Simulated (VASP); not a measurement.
# Tm (P6_3/mmc) in VASP: single point with LDA

Aim: the single point of Tm with LDA.

All numbers are computed with VASP 6.6.1; they aren't measurements. Logs are shortened: lines on timing, memory, paths and dates and some standing lists are left out, and cuts for length are marked.

## 1. The cell of the first run

It takes space group P6_3/mmc (No. 194, hexagonal). The conventional cell has a = 3.411 Å, b = 3.411 Å, c = 5.617 Å, α = 90.00°, β = 90.00°, γ = 120.00°. Within 4.5 Å of Tm (site symmetry -6m2) lie 12 Tm at 3.41 to 3.43 Å.

## 2. Single point, LDA, collinear spin, ferromagnetic start

File INCAR:

```
PREC = Accurate
ENCUT = 520
EDIFF = 1E-6
ISMEAR = 0
SIGMA = 0.05
LREAL = F
LASPH = T
NELM = 150
ALGO = Normal
ISIF = 2
LWAVE = F
LCHARG = T
ISPIN = 2
MAGMOM = 0.5 0.5
LORBIT = 11
LMAXMIX = 6
GGA = CA
LELF = T
LVHAR = T
NBANDS = 34
```

File KPOINTS:

```
Automatic mesh
0
Gamma
  14 14 8
```

File POSCAR:

```
Tm
1.0
    3.4113366911      0.0000000000      0.0000000000
   -1.7056683456      2.9543042354      0.0000000000
    0.0000000000      0.0000000000      5.6165579205
Tm
2
Direct
    0.3333333333      0.6666666667      0.7500000000
    0.6666666667      0.3333333333      0.2500000000
```

Potentials or basis: VASP PAW PBE potentials, release 64 (Tm).

On the command line:

```sh
> cat potpaw_PBE.64/Tm/POTCAR > POTCAR
> mpirun -np 1 vasp_std > vasp.out
```

OUTCAR:

```text
PREC = Accurate
   ENCUT = 520
   EDIFF = 1E-6
   ISMEAR = 0
   LREAL = F
   LASPH = T
   NELM = 150
   ISIF = 2
   ISPIN = 2
   LORBIT = 11
   GGA = CA

 ion  position               nearest neighbor table
   1  0.333  0.667  0.750-   2 3.43   2 3.43   2 3.43   2 3.43   2 3.43   2 3.43
   2  0.667  0.333  0.250-   1 3.43   1 3.43   1 3.43   1 3.43   1 3.43   1 3.43

  LATTYP: Found a hexagonal cell.
 ALAT       =     3.4113366911
 C/A-ratio  =     1.6464390440

  Lattice vectors:

 A1 = (   3.4113366911,   0.0000000000,   0.0000000000)
 A2 = (  -1.7056683456,   2.9543042354,   0.0000000000)
 A3 = (   0.0000000000,   0.0000000000,   5.6165579205)

Analysis of symmetry for initial positions (statically):
=====================================================================
 Subroutine PRICEL returns:
 Original cell was already a primitive cell.

 Routine SETGRP: Setting up the symmetry group for a
 hexagonal supercell.

 Subroutine GETGRP returns: Found 24 space group operations
 (whereof 12 operations were pure point group operations)
 out of a pool of 24 trial point group operations.

The static configuration has the point symmetry D_3d.
 The point group associated with its full space group is D_6h.

Analysis of symmetry for dynamics (positions and initial velocities):
=====================================================================
 Subroutine PRICEL returns:
 Original cell was already a primitive cell.

 Routine SETGRP: Setting up the symmetry group for a
 hexagonal supercell.

 Subroutine GETGRP returns: Found 24 space group operations
 (whereof 12 operations were pure point group operations)
 out of a pool of 24 trial point group operations.

The dynamic configuration has the point symmetry D_3d.
 The point group associated with its full space group is D_6h.

Analysis of structural, dynamic, and magnetic symmetry:
=====================================================================
 Subroutine PRICEL returns:
 Original cell was already a primitive cell.

 Routine SETGRP: Setting up the symmetry group for a
 hexagonal supercell.

 Subroutine GETGRP returns: Found 24 space group operations
 (whereof 12 operations were pure point group operations)
 out of a pool of 24 trial point group operations.

The overall configuration has the point symmetry D_3d.
 The point group associated with its full space group is D_6h.

 Subroutine INISYM returns: Found 24 space group operations
 (whereof 12 operations are pure point group operations),
 and found     1 'primitive' translations

[... 118 lines left out ...]
   LORBIT       =     11    0 simple, 1 ext, 2 COOP (PROOUT), +10 PAW based schemes
   GGA     = CA    functional components
   LHFCALC =     F    Hartree Fock is set to
   AEXX    =    0.0000 exact exchange contribution
   IVDW    =     0    specifies the selected vdW correction
   LEPSILON=     F    determine dielectric tensor
   LRPA    =     F    only Hartree local field effects (RPA)
 spin polarized calculation
 Gauss-broadening in eV      SIGMA  =   0.05
  energy-cutoff  :      520.00
  volume of cell :       56.60
 maximum number of plane-waves:      1543
 NGX is ok and might be reduce to    28
   NGX = 13   NGY = 13   NGZ = 21

 number of electron      46.0000007 magnetization       2.2175433

 Free energy of the ion-electron system (eV)
  ---------------------------------------------------
  ext. energy  EPLUGINS =         0.00000000
  ---------------------------------------------------
  free energy    TOTEN  =        -9.12999856 eV

  energy without entropy =       -9.08533637  energy(sigma->0) =       -9.10766746

 E-fermi :   2.1257     XC(G=0): -10.9121

 val. band max:        2.1255464700   @ k =   0.2857  -0.0000   0.2500
 cond. band min:       2.1261347251   @ k =   0.2857   0.0714   0.2500
 fundamental gap:      0.0005882551
 Fermi energy:         2.1256533049

 spin component 1

 k-point     1 :       0.0000    0.0000    0.0000
  band No.  band energies     occupation
      1     -47.7505      1.00000
      2     -47.6923      1.00000
      3     -21.5935      1.00000
      4     -20.8969      1.00000
      5     -20.8969      1.00000
      6     -20.7993      1.00000
[... 877 lines left out ...]
     33       9.2160      0.00000
     34       9.3137      0.00000

 [... further k-points ...]

 spin component 2

 k-point     1 :       0.0000    0.0000    0.0000
  band No.  band energies     occupation
      1     -47.2859      1.00000
      2     -47.2251      1.00000
      3     -21.2979      1.00000
      4     -20.5764      1.00000
      5     -20.5764      1.00000
      6     -20.4721      1.00000
[... 877 lines left out ...]
     33       9.2744      0.00000
     34       9.3870      0.00000

 [... further k-points ...]

------------------------ aborting loop because EDIFF is reached ----------------------------------------

  FORCE on cell =-STRESS in cart. coord.  units (eV):
  Direction    XX          YY          ZZ          XY          YZ          ZX
  --------------------------------------------------------------------------------------
  -------------------------------------------------------------------------------------
  Total        0.1448297      0.1448297      0.0687615     -0.0000000     -0.0000000     -0.0000000
  in kB        4.0993812      4.0993812      1.9462824     -0.0000000     -0.0000000     -0.0000000
  external PRESSURE =       3.3816816 kB  Pullay stress =       0.0000000 kB

 VOLUME and BASIS-vectors are now :
 -----------------------------------------------------------------------------
  energy-cutoff  :      520.00
  volume of cell :       56.60
      direct lattice vectors                 reciprocal lattice vectors
     3.411336691  0.000000000  0.000000000     0.293140223  0.169244587  0.000000000
    -1.705668346  2.954304235  0.000000000     0.000000000  0.338489174  0.000000000
     0.000000000  0.000000000  5.616557921     0.000000000  0.000000000  0.178044990

 POSITION                                       TOTAL-FORCE (eV/Angst)
 -----------------------------------------------------------------------------------
     -0.00000      1.96954      4.21242        -0.000000      0.000000      0.000000
      1.70567      0.98477      1.40414         0.000000     -0.000000      0.000000
 -----------------------------------------------------------------------------------
    total drift:                                0.000000     -0.000000      0.000000

  FREE ENERGIE OF THE ION-ELECTRON SYSTEM (eV)
  ---------------------------------------------------
  free  energy   TOTEN  =        -9.1299985569 eV

  energy  without entropy=       -9.0853363659  energy(sigma->0) =       -9.10766746

 total charge

# of ion       s       p       d       f       tot
--------------------------------------------------
    1        2.231   5.905   0.429  12.518  21.083
    2        2.231   5.905   0.429  12.518  21.083
--------------------------------------------------
tot          4.462  11.809   0.858  25.036  42.165

 magnetization (x)

# of ion       s       p       d       f       tot
--------------------------------------------------
    1        0.003  -0.024  -0.028   1.220   1.170
    2        0.003  -0.024  -0.028   1.220   1.170
--------------------------------------------------
tot          0.005  -0.048  -0.057   2.440   2.340
```

OSZICAR:

```text
N       E                     dE             d eps       ncg     rms          rms(c)
DAV:   1     0.309390061586E+03    0.30939E+03   -0.14012E+04 24408   0.809E+03
DAV:   2     0.593846443409E+02   -0.25001E+03   -0.22976E+03 21802   0.815E+02
[... 27 lines left out ...]
DAV:  30    -0.912988153744E+01   -0.11825E-04   -0.14199E-04 28144   0.430E-01    0.345E-01
DAV:  31    -0.912992033385E+01   -0.38796E-04   -0.88060E-05 26662   0.399E-01    0.196E-01
DAV:  32    -0.912999754998E+01   -0.77216E-04   -0.24133E-04 25878   0.639E-01    0.110E-01
DAV:  33    -0.913000372882E+01   -0.61788E-05   -0.52055E-05 27256   0.152E-01    0.108E-01
DAV:  34    -0.912999935238E+01    0.43764E-05   -0.90668E-06 17238   0.121E-01    0.778E-02
DAV:  35    -0.912999855685E+01    0.79553E-06   -0.25011E-06 14530   0.282E-02
   1 F= -.91299986E+01 E0= -.91076675E+01  d E =-.446622E-01  mag=     2.2174
```

stdout:

```text
POSCAR found type information on POSCAR Tm
 POSCAR found :  1 types and       2 ions
 scaLAPACK will be used
 -----------------------------------------------------------------------------
|                                                                             |
|                                                                             |
|     You enforced a specific xc type in the INCAR file but a different       |
|     I HOPE YOU KNOW WHAT YOU ARE DOING!                                     |
|                                                                             |
 -----------------------------------------------------------------------------

 LDA part: xc-table for (Slater(with rela. corr.)+CA(PZ))
 , standard interpolation
 POSCAR, INCAR and KPOINTS ok, starting setup
 FFT: planning ... GRIDC
 FFT: planning ... GRID_SOFT
 FFT: planning ... GRID
 WAVECAR not read
 entering main loop
```

It took 12 min on 1 thread of Intel Xeon Platinum 8559C (Emerald Rapids), shared host; peak memory 0.4 GiB.

What came out:

| Quantity | Value |
| --- | --- |
| Free energy | -9.1300 eV |
| Pressure | 0.3 GPa |
| Net moment | 2.22 μB per cell |
| Site moments | Tm +1.17 μB |
| Valence electrons inside the program's atomic spheres | Tm 21.08 |

Stress tensor (GPa, compression positive):
```
0.41 0.00 0.00
0.00 0.41 0.00
0.00 0.00 0.19
```

Caveat: the magnetic or orbital state may not be the lowest; the PAW data sets were made with another functional, which shifts forces and pressure a little; spin-orbit coupling is left out, which moves the levels of the heavy elements; semilocal functionals describe open f shells poorly, which spoils levels, moments and volumes. The state reached can hang on the start; a lower one may exist.
